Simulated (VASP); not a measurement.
# Si2P (P-6m2) in VASP: further runs

Si2P is run at these levels: PBE; tasks: single point, relaxation of cell and atoms.

All numbers are computed with VASP 6.6.1; they aren't measurements. Logs are shortened: lines on timing, memory, paths and dates and some standing lists are left out, and cuts for length are marked.

### Step 1. The cell of the first run

It takes space group P-6m2 (No. 187, hexagonal). The conventional cell has a = 4.261 Å, b = 4.261 Å, c = 2.762 Å, α = 90.00°, β = 90.00°, γ = 120.00°. Si (site symmetry -6m2) has 3 P at 2.46 Å and 8 Si at 2.76 to 2.82 Å within 3.2 Å. Within 3.6 Å of Si (site symmetry -6m2) lie 8 Si at 2.76 to 2.82 Å and 6 P at 2.82 Å. P (site symmetry -6m2) has 9 Si at 2.46 to 2.82 Å and 2 P at 2.76 Å within 3.2 Å.

The cell was generated, and may not be a known phase.

### Step 2. Single point, PBE

INCAR reads:

```
SYSTEM = Si2P
PREC     = Accurate       ! precision mode
ENCUT    = 500            ! plane-wave cutoff, eV
EDIFF    = 1E-6           ! SCF threshold, eV
ISMEAR   = 0              ! smearing method
SIGMA    = 0.1            ! smearing width, eV
LREAL    = .False.        ! projectors in reciprocal space
LASPH    = .True.         ! aspherical terms in the spheres
NELM     = 120            ! most SCF steps
ALGO     = Normal         ! electronic algorithm
ISIF     = 2              ! what is computed and relaxed
LWAVE    = .False.        ! write WAVECAR
LCHARG   = .True.         ! write CHGCAR
GGA      = PE             ! functional
LELF     = .True.         ! ELF
LVHAR    = .True.       
NBANDS   = 14             ! bands
GGA_COMPAT= .False.
```

KPOINTS reads:

```
regular mesh
0
Gamma
  6 6 6
  0 0 0
```

POSCAR reads:

```
Si2P
1.0
    4.2613941955      0.0000000000      0.0000000000
   -2.1306970978      3.6904756289      0.0000000000
    0.0000000000      0.0000000000      2.7617816105
Si P
2 1
Direct
    0.0000000000      0.0000000000      0.5000000000
    0.3333333333      0.6666666667      0.0000000000
    0.6666666667      0.3333333333      0.5000000000
```

Potentials or basis: VASP PAW PBE potentials, release 64 (Si, P).

Run with:

```bash
$ cat potpaw_PBE.64/Si/POTCAR potpaw_PBE.64/P/POTCAR > POTCAR
$ mpirun -np 1 vasp_std > vasp.out
```

OUTCAR:

```text
SYSTEM = Si2P
   PREC = Accurate
   ENCUT = 500
   EDIFF = 1E-6
   ISMEAR = 0
   LREAL = .False.
   LASPH = .True.
   NELM = 120
   ISIF = 2
   GGA = PE

 ion  position               nearest neighbor table
   1  0.000  0.000  0.500-   3 2.46   3 2.46   3 2.46   2 2.82   2 2.82   2 2.82   2 2.82   2 2.82
                             2 2.82
   2  0.333  0.667  0.000-   3 2.82   3 2.82   1 2.82   1 2.82   3 2.82   3 2.82   1 2.82   1 2.82
                             1 2.82   1 2.82   3 2.82   3 2.82
   3  0.667  0.333  0.500-   1 2.46   1 2.46   1 2.46   2 2.82   2 2.82   2 2.82   2 2.82   2 2.82
                             2 2.82

  LATTYP: Found a hexagonal cell.
 ALAT       =     4.2613941955
 C/A-ratio  =     0.6480934370

  Lattice vectors:

 A1 = (   4.2613941955,   0.0000000000,   0.0000000000)
 A2 = (  -2.1306970978,   3.6904756289,   0.0000000000)
 A3 = (   0.0000000000,   0.0000000000,   2.7617816105)

Analysis of symmetry for initial positions (statically):
=====================================================================
 Subroutine PRICEL returns:
 Original cell was already a primitive cell.

 Routine SETGRP: Setting up the symmetry group for a
 hexagonal supercell.

 Subroutine GETGRP returns: Found 12 space group operations
 (whereof 12 operations were pure point group operations)
 out of a pool of 24 trial point group operations.

The static configuration has the point symmetry D_3h.

Analysis of symmetry for dynamics (positions and initial velocities):
=====================================================================
 Subroutine PRICEL returns:
 Original cell was already a primitive cell.

 Routine SETGRP: Setting up the symmetry group for a
 hexagonal supercell.

 Subroutine GETGRP returns: Found 12 space group operations
 (whereof 12 operations were pure point group operations)
 out of a pool of 24 trial point group operations.

The dynamic configuration has the point symmetry D_3h.

 Subroutine INISYM returns: Found 12 space group operations
 (whereof 12 operations are pure point group operations),
 and found     1 'primitive' translations

----------------------------------------------------------------------------------------

                                     Primitive cell

  volume of cell :      43.4334

  direct lattice vectors                    reciprocal lattice vectors
     4.261394196  0.000000000  0.000000000     0.234664984  0.135483892  0.000000000
    -2.130697098  3.690475629  0.000000000     0.000000000  0.270967783  0.000000000
     0.000000000  0.000000000  2.761781610     0.000000000  0.000000000  0.362085111

  length of vectors
     4.261394196  4.261394196  2.761781610     0.270967783  0.270967783  0.362085111

  position of ions in fractional coordinates (direct lattice)
     0.000000000  0.000000000  0.500000000
     0.333333333  0.666666667  0.000000000
     0.666666667  0.333333333  0.500000000

  ion indices of the primitive-cell ions
   primitive index   ion index
                 1           1
                 2           2
                 3           3

----------------------------------------------------------------------------------------

 KPOINTS: regular mesh

Automatic generation of k-mesh.
 Grid dimensions read from file:
 generate k-points for:    6    6    6

 Generating k-lattice:

  Cartesian coordinates                     Fractional coordinates (reciprocal lattice)
     0.039110831  0.022580649  0.000000000     0.166666667  0.000000000  0.000000000
     0.000000000  0.045161297  0.000000000     0.000000000  0.166666667  0.000000000
     0.000000000  0.000000000  0.060347518     0.000000000  0.000000000  0.166666667

  Length of vectors
     0.045161297  0.045161297  0.060347518

  Shift w.r.t. Gamma in fractional coordinates (k-lattice)
     0.000000000  0.000000000  0.000000000

 Subroutine IBZKPT returns following result:
 ===========================================

 Found     28 irreducible k-points:

 Following reciprocal coordinates:
            Coordinates               Weight
  0.000000  0.000000  0.000000      1.000000
  0.166667  0.000000  0.000000      6.000000
  0.333333  0.000000  0.000000      6.000000
  0.500000  0.000000  0.000000      3.000000
  0.166667  0.166667  0.000000      6.000000
  0.333333  0.166667  0.000000     12.000000
[... 16 lines left out ...]
  0.166667  0.000000  0.500000      6.000000
  0.333333  0.000000  0.500000      6.000000
 [... further k-points ...]
   k-points           NKPTS =     28   k-points in BZ     NKDIM =     28   number of bands    NBANDS=     14
   number of dos      NEDOS =    301   number of ions     NIONS =      3
   total plane-waves  NPLWV =  20480
   dimension x,y,z NGX =    32 NGY =   32 NGZ =   20
   dimension x,y,z NGXF=    64 NGYF=   64 NGZF=   40
   ions per type =               2   1
   NGX,Y,Z   is equivalent  to a cutoff of  12.48, 12.48, 12.04 a.u.
   NGXF,Y,Z  is equivalent  to a cutoff of  24.97, 24.97, 24.08 a.u.
 SYSTEM =  Si2P
   PREC   = accura    normal or accurate (medium, high low for compatibility)
   ISTART =      0    job   : 0-new  1-cont  2-samecut
   ICHARG =      2    charge: 1-file 2-atom 10-const
   ISPIN  =      1    spin polarized calculation?
   LNONCOLLINEAR =      F non collinear calculations
   LSORBIT =      F    spin-orbit coupling
   LASPH  =      T    aspherical Exc in radial PAW
   ENCUT  =  500.0 eV  36.75 Ry    6.06 a.u.   7.77  7.77  5.04*2*pi/ulx,y,z
   NELM   =    120;   NELMIN=  2; NELMDL= -5     # of ELM steps
   EDIFF  = 0.1E-05   stopping-criterion for ELM
   LREAL  =      F    real-space projection
[... 7 lines left out ...]
   TEBEG  =    0.0;   TEEND  =   0.0 temperature during run
   PSTRESS=    0.0 pullay stress
   NELECT =      13.0000    total number of electrons
   NUPDOWN=      -1.0000    fix difference up-down
   EMIN   =  10.00;   EMAX   =-10.00  energy-range for DOS
   EFERMI =   0.00;   METHOD = LEGACY
   ISMEAR =     0;   SIGMA  =   0.10  broadening in eV -4-tet -1-fermi 0-gaus
   EFERMI_NEDOS =   21; number of points for ismear=-14 and -15
   IALGO  =     38    algorithm
   IMIX   =      4    mixing-type and parameters
     AMIX     =   0.40;   BMIX     =  1.00
     AMIX_MAG =   1.60;   BMIX_MAG =  1.00
  volume/ion in A,a.u.               =      14.48        97.70
  Fermi-wavevector in a.u.,A,eV,Ry     =   1.095086  2.069412 16.316283  1.199213
  Thomas-Fermi vector in A             =   2.231403
   LORBIT       =      0    0 simple, 1 ext, 2 COOP (PROOUT), +10 PAW based schemes
   GGA     = PE    functional components
   LHFCALC =     F    Hartree Fock is set to
   AEXX    =    0.0000 exact exchange contribution
   IVDW    =     0    specifies the selected vdW correction
   LEPSILON=     F    determine dielectric tensor
   LRPA    =     F    only Hartree local field effects (RPA)
 non-spin polarized calculation
 Gauss-broadening in eV      SIGMA  =   0.10
  energy-cutoff  :      500.00
  volume of cell :       43.43
 maximum number of plane-waves:      1118
 NGX is ok and might be reduce to    32
   NGX = 15   NGY = 15   NGZ = 11

 number of electron      12.9999999 magnetization

 Free energy of the ion-electron system (eV)
  ---------------------------------------------------
  ext. energy  EPLUGINS =         0.00000000
  ---------------------------------------------------
  free energy    TOTEN  =       -14.61130532 eV

  energy without entropy =      -14.60492781  energy(sigma->0) =      -14.60811656

 E-fermi :   9.9747     XC(G=0): -11.2766

 val. band max:        9.9598934974   @ k =   0.1667   0.1667   0.3333
 cond. band min:       9.9770613809   @ k =   0.3333   0.3333   0.1667
 fundamental gap:      0.0171678836
 Fermi energy:         9.9746715821

 k-point     1 :       0.0000    0.0000    0.0000
  band No.  band energies     occupation
      1      -5.2589      2.00000
      2       3.6797      2.00000
      3       4.8857      2.00000
      4       4.8857      2.00000
      5       5.9855      2.00000
      6       6.1024      2.00000
      7       6.1024      2.00000
      8      11.8101      0.00000
      9      14.8656      0.00000
     10      18.0573      0.00000
     11      20.2972      0.00000
     12      20.2972      0.00000
     13      20.5665      0.00000
     14      23.1303      0.00000

 k-point     2 :       0.1667    0.0000    0.0000
  band No.  band energies     occupation
      1      -4.9803      2.00000
      2       1.7971      2.00000
      3       3.9083      2.00000
      4       3.9979      2.00000
      5       6.7827      2.00000
      6       7.5291      2.00000
      7       9.1629      2.00000
      8      12.0323      0.00000
      9      15.1240      0.00000
     10      17.4574      0.00000
     11      18.5317      0.00000
     12      18.9999      0.00000
     13      19.6048      0.00000
     14      21.9348      0.00000

 k-point     3 :       0.3333    0.0000    0.0000
  band No.  band energies     occupation
      1      -4.1735      2.00000
      2      -0.5048      2.00000
      3       2.9303      2.00000
      4       3.2115      2.00000
      5       9.2113      2.00000
      6       9.9114      1.62898
      7      12.6399      0.00000
      8      12.8268      0.00000
      9      15.1870      0.00000
     10      16.0911      0.00000
     11      16.1241      0.00000
     12      16.3338      0.00000
     13      18.5917      0.00000
     14      19.8288      0.00000
[... 324 lines left out ...]
 k-point    23 :       0.1667    0.0000    0.5000
  band No.  band energies     occupation
      1      -1.5184      2.00000
      2       1.0373      2.00000
      3       5.2194      2.00000
      4       6.8521      2.00000
      5       7.5774      2.00000
      6       8.0319      2.00000
      7       8.8906      2.00000
      8      10.0361      0.38499
      9      10.2663      0.00004
     10      11.3096      0.00000
     11      12.5068      0.00000
     12      13.1145      0.00000
     13      14.0907      0.00000
     14      15.1394      0.00000

 k-point    24 :       0.3333    0.0000    0.5000
  band No.  band energies     occupation
      1      -0.8168      2.00000
      2       1.8838      2.00000
      3       3.1121      2.00000
      4       5.2750      2.00000
      5       6.2362      2.00000
      6       7.1108      2.00000
      7       8.0817      2.00000
      8       9.3059      2.00000
      9      12.5850      0.00000
     10      13.5221      0.00000
     11      14.6172      0.00000
     12      16.3824      0.00000
     13      16.4779      0.00000
     14      18.9227      0.00000

 [... further k-points ...]
[... 5 lines left out ...]
  --------------------------------------------------------------------------------------
  -------------------------------------------------------------------------------------
  Total        0.0261928      0.0261928     -0.0639607     -0.0000000      0.0000000      0.0000000
  in kB        0.9662039      0.9662039     -2.3593948     -0.0000000      0.0000000      0.0000000
  external PRESSURE =      -0.1423290 kB  Pullay stress =       0.0000000 kB

 VOLUME and BASIS-vectors are now :
 -----------------------------------------------------------------------------
  energy-cutoff  :      500.00
  volume of cell :       43.43
      direct lattice vectors                 reciprocal lattice vectors
     4.261394196  0.000000000  0.000000000     0.234664984  0.135483892  0.000000000
    -2.130697098  3.690475629  0.000000000     0.000000000  0.270967783  0.000000000
     0.000000000  0.000000000  2.761781610     0.000000000  0.000000000  0.362085111

 POSITION                                       TOTAL-FORCE (eV/Angst)
 -----------------------------------------------------------------------------------
      0.00000      0.00000      1.38089         0.000000      0.000000      0.000000
     -0.00000      2.46032      0.00000         0.000000      0.000000      0.000000
      2.13070      1.23016      1.38089        -0.000000      0.000000      0.000000
 -----------------------------------------------------------------------------------
    total drift:                               -0.000000      0.000000      0.000000

  FREE ENERGIE OF THE ION-ELECTRON SYSTEM (eV)
  ---------------------------------------------------
  free  energy   TOTEN  =       -14.6113053173 eV

  energy  without entropy=      -14.6049278084  energy(sigma->0) =      -14.60811656
```

It took 17 s on 1 thread of Intel Xeon 8259CL, shared host; peak memory 0.15 GiB.

What came out:

```
Free energy            : -14.6113 eV
Pressure               : 0.0 GPa
Band gap on the k mesh : zero (an odd number of electrons rules out a gap without spin polarisation)
```

Stress tensor (GPa, compression positive):
```
 0.10  0.00  0.00
 0.00  0.10  0.00
 0.00  0.00 -0.24
```

Caveat: the k points lie up to 0.38 Å⁻¹ apart, too coarse for converged energies and pressures of a metal; an odd number of electrons without spin polarisation forces a metal; a magnetic or distorted state may lie lower.

### Step 3. Relaxation of cell and atoms, PBE

This run uses another cell than the first one, of 17.88 Å³/atom.

INCAR reads:

```
SYSTEM = Si2P
PREC = Accurate ; ENCUT = 500
EDIFF = 1E-7 ; ISMEAR = 0
SIGMA = 0.1 ; LREAL = .FALSE.
LASPH = .TRUE. ; NELM = 120
ALGO = Normal ; ISIF = 3
LWAVE = .FALSE. ; LCHARG = .FALSE.
GGA = PE ; IBRION = 2
NSW = 90 ; EDIFFG = -0.04
GGA_COMPAT = .FALSE. ; NELMIN = 4
```

KPOINTS reads:

```
Automatic mesh
0
G
  6 6 6
  0 0 0
```

POSCAR reads:

```
Si2P
1.0
    4.6605509400      0.0000000000      0.0000000000
   -2.3302754700      4.0361555100      0.0000000000
    0.0000000000      0.0000000000      2.8512675800
Si P
2 1
Direct
    0.0000000000      0.0000000000      0.5000000000
    0.3333333300      0.6666666700      0.0000000000
    0.6666666700      0.3333333300      0.5000000000
```

Potentials or basis: VASP PAW PBE potentials, release 64 (Si, P).

Run with:

```bash
$ cat potpaw_PBE.64/Si/POTCAR potpaw_PBE.64/P/POTCAR > POTCAR
$ mpirun -np 1 vasp_std > vasp.out
```

Wall time 1.9 min (1 thread of Intel Xeon 8259CL, shared host); peak memory 0.18 GiB.

Results (log left out):

```yaml
Free_energy: -14.6126 eV
Relaxed_volume: 14.50 Å³/atom
Relaxed_cell: a = 4.266 Å, b = 4.266 Å, c = 2.759 Å, α = 90.00°, β = 90.00°, γ = 120.00°
Space_group_after_relaxing_to_0.1_Å: P-6m2 (No. 187)
Energy_gained_by_relaxing: 172.7 meV/atom
Ionic_steps: 8
Pressure_after_relaxing: -0.2 GPa
Band_gap_on_the_k_mesh: zero (an odd number of electrons rules out a gap without spin polarisation)
```

Stress tensor (GPa, compression positive):
```
-0.27  0.00  0.00
 0.00 -0.27  0.00
 0.00  0.00 -0.03
```

The path:
| step | energy change (eV) | largest force (eV/Å) | pressure (GPa) | volume (Å³) |
| --- | --- | --- | --- | --- |
| 1 | 0.0000 | 0.0000 | -12.02 | 53.63 |
| 2 | -0.4896 | 0.0000 | -1.42 | 43.87 |
| 3 | -0.4967 | 0.0000 | 1.27 | 42.64 |
| 4 | -0.4971 | 0.0000 | 0.69 | 42.88 |
| 5 | -0.5094 | 0.0000 | 2.04 | 42.66 |
| 6 | -0.5151 | 0.0000 | 1.46 | 42.75 |
| 7 | -0.5151 | 0.0000 | 1.43 | 42.75 |
| 8 | -0.5180 | 0.0000 | -0.19 | 43.49 |

Final structure:
```
Si P
1.0
     4.26632    0.00000    0.00000
    -2.13316    3.69474    0.00000
     0.00000    0.00000    2.75921
Si P
2 1
Direct
  0.00000 0.00000 0.50000
  0.33333 0.66667 0.00000
  0.66667 0.33333 0.50000
```

Levels at points of the mesh, in eV from the Fermi level:
```tsv
k point	band 4	band 5	band 6	band 7	band 8	band 9
(0.00, 0.00, 0.00)	-5.09	-4.02	-3.88	-3.88	1.87	4.92
(0.50, 0.00, 0.00)	-7.03	1.52	2.36	2.62	3.21	3.34
(0.00, 0.00, 0.50)	-2.63	-2.29	-1.10	0.31	0.31	0.35
(0.50, 0.00, 0.50)	-6.40	-3.96	-3.19	-2.17	-0.93	4.38
```

Caveat: the k points lie up to 0.38 Å⁻¹ apart in the final cell, too coarse for converged energies and pressures of a metal; the volume moved by over 15 % at a fixed basis, so the end points are rough; an odd number of electrons without spin polarisation forces a metal; a magnetic or distorted state may lie lower.

The gap in the log of VASP goes by the Fermi energy; the results here count the filled bands.